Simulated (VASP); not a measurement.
A run of VASP 6.6.1:

The input INCAR:

```
SYSTEM = Si16B
ALGO = Normal
EDIFF = 1E-7
ENCUT = 520
GGA = PE
ISIF = 2
ISMEAR = 0
ISPIN = 2
LASPH = .True.
LCHARG = .False.
LORBIT = 11
LREAL = Auto
LWAVE = .False.
MAGMOM = 0 0 0 0 0 0 0 0 0 0 0 0 0 0 0 0 1
NBANDS = 52
NELM = 150
PREC = Accurate
SIGMA = 0.02
```

File KPOINTS:

```
k-points
0
Gamma
  2 2 2
  0 0 0
```

Contents of POSCAR:

```
Si16B
1.0
    0.0000000000      5.4300000000      5.4300000000
    5.4300000000      0.0000000000      5.4300000000
    5.4300000000      5.4300000000      0.0000000000
Si B
16 1
Direct
   -0.0010158843      0.0038279693     -0.0012463216
    0.1262494098      0.1217818097      0.1259050891
   -0.0012021526      0.0039080620      0.4989503571
    0.1262697757      0.1220029224      0.6264463175
    0.0006280376      0.4927900316      0.0005385876
    0.1233351132      0.6301300574      0.1232337109
    0.0005737173      0.4930745853      0.5059618448
    0.1189141342      0.6328518915      0.6241393849
    0.4992848012      0.0038511274     -0.0015082378
    0.6267141448      0.1219981303      0.1259664404
    0.4993118295      0.0037314722      0.4990070627
    0.6264830721      0.1215439803      0.6262233131
    0.5060490660      0.4930841690      0.0004796867
    0.6242280024      0.6327979774      0.1188835652
    0.5016595855      0.4953324637      0.5016069242
    0.6243405550      0.6326498658      0.6242527512
    0.8119800627      0.5649501547      0.8119311139
```

Potentials or basis: VASP PAW PBE potentials, release 64 (Si, B).

Run with:

```sh
$ cat potpaw_PBE.64/Si/POTCAR potpaw_PBE.64/B/POTCAR > POTCAR
$ mpirun -np 1 vasp_std > vasp.out
```

Hardware: 1 thread of AMD EPYC 9R45 96-Core Processor (Zen 5) (shared host).

How long does it take, and how much memory?

Wall time 6.4 min on 1 thread of AMD EPYC 9R45 96-Core Processor (Zen 5), with other jobs on the host, peak memory 0.67 GiB. Counts: scf iterations 18, k points 8.
